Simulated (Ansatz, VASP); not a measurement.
TaSi5B2 in VASP and in Ansatz

```xyz
8
Lattice="0.0000 3.7602 3.7602 3.7602 0.0000 3.7602 3.7602 3.7602 0.0000" Properties=species:S:1:pos:R:3 pbc="T T T"
Ta    3.7602    3.7602    3.7602
Si    6.5762    6.5762    6.5762
Si    4.7045    4.7045    6.5762
Si    4.7045    6.5762    4.7045
Si    6.5762    4.7045    4.7045
Si    5.6404    5.6404    5.6404
B     1.8801    1.8801    1.8801
B     0.0000    0.0000    0.0000
```

Alike in both runs: task relaxation of cell and atoms; functional PBE; k mesh 4 × 4 × 4; occupations gaussian, width 0.2 eV; no spin polarisation.

```csv
,VASP,Ansatz
version,VASP 6.6.1,Ansatz 0.2.0
potentials or method,"VASP PAW PBE potentials, release 64 (Ta_pv, Si, B), cutoff 500 eV","scalar-relativistic, plane waves, PAW"
valence electrons in the cell,37,39
```

Ansatz gave:

- gap on the k mesh at the Fermi level, each at its own relaxed structure (eV): none
- relaxed volume (Å³/atom): 24.21
- relaxed cell length with the largest relative difference (Å): 6.494

**Question.** What did VASP give for the same quantities?

**Answer.** gap on the k mesh at the Fermi level, each at its own relaxed structure (eV): none; relaxed volume (Å³/atom): 24.22; relaxed cell length with the largest relative difference (Å): 6.495.

A gap of «none» marks a metal or a gap that the smearing closes. VASP's potentials hold 37 valence electrons a cell and Ansatz's 39, so a difference there can come from the potentials and not from the codes.

The k mesh is coarse, so the values compare programs but aren't converged. Spin-orbit coupling is off throughout. Noted on VASP's run: the volume moved by over 15 % at a fixed basis, so the end points are rough.
